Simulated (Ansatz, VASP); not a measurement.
**Two plane-wave programs on TiO2**

INCAR

```
PREC = Accurate ; ENCUT = 520
EDIFF = 1E-6 ; ISMEAR = 0
SIGMA = 0.01 ; LREAL = F
LASPH = T ; NELM = 150
ALGO = Normal ; ISIF = 2
LWAVE = F ; LCHARG = F
LMAXMIX = 4 ; LDAU = T
LDAUTYPE = 2 ; LDAUL = 2 -1
LDAUU = 4 0 ; LDAUJ = 0 0
LDAUPRINT = 1 ; GGA = PE
NBANDS = 33
```

KPOINTS

```
Automatic mesh
0
Gamma
  6 6 10
```

The input POSCAR:

```
TiO2
1.0
    4.6403500624      0.0000000000      0.0000000000
    0.0000000000      4.6403500624      0.0000000000
    0.0000000000      0.0000000000      3.0061126571
Ti O
2 4
Direct
    0.5000000000      0.5000000000      0.0000000000
    0.0000000000      0.0000000000      0.5000000000
    0.6943530345      0.6943530345      0.5000000000
    0.8056469655      0.1943530345      0.0000000000
    0.1943530345      0.8056469655      0.0000000000
    0.3056469655      0.3056469655      0.5000000000
```

Input for Ansatz:

```yaml
crystal:
  lattice:
    - [4.6403500729, 0.0, 0.0]
    - [0.0, 4.6403500729, 0.0]
    - [0.0, 0.0, 3.0061126439]
  atoms:
    - { symbol: Ti, position: [0.5, 0.5, 0.0] }
    - { symbol: Ti, position: [0.0, 0.0, 0.5] }
    - { symbol: O, position: [0.6943530348, 0.6943530348, 0.5] }
    - { symbol: O, position: [0.8056469652, 0.1943530348, 0.0] }
    - { symbol: O, position: [0.1943530348, 0.8056469652, 0.0] }
    - { symbol: O, position: [0.3056469652, 0.3056469652, 0.5] }
basis:
  ecutwfc: 420
  xc_grid: 2
kpoints:
  mp_grid: { grid: [6, 6, 10] }
  band_path: { path: [VBM, CBM], npoints: 2 }
hamiltonian:
  xc: pbe
  hubbard: { sites: [{ species: Ti, l: d, u_eff: 4.0 }] }
scf:
  occupations: { method: gaussian, width: 0.01 }
output:
  forces: true
  stress: true
  eigenvalues: true
```

Alike in both runs: task single point; functional PBE; k mesh 6 × 6 × 10; occupations gaussian, width 0.01 eV; no spin polarisation; Hubbard terms Ti d U = 4.0 eV.

```csv
,VASP,Ansatz
version,VASP 6.6.1,Ansatz 0.2.0
potentials or method,"VASP PAW PBE potentials, release 64 (Ti_sv, O), cutoff 520 eV","scalar-relativistic, plane waves, PAW"
valence electrons in the cell,48,48
```

Ansatz gave:

```
gap on the k mesh at the Fermi level (eV)                     : 2.26
least direct gap on the mesh (eV)                             : 2.30
pressure (GPa)                                                : 0.0
traceless stress, the component that is largest in VASP (GPa) : 0.00
rms of the force components (eV/Å)                            : 0.000
```

Task: Which values does VASP return?

Result: gap on the k mesh at the Fermi level (eV): 2.31; least direct gap on the mesh (eV): 2.31; pressure (GPa): 4.0; traceless stress, the component that is largest in VASP (GPa): 0.47; rms of the force components (eV/Å): 0.070.

The programs project onto different local orbitals, so the same U acts differently, and such runs can settle in different states. Atom by atom the forces differ by 0.070 eV/Å (rms over components).
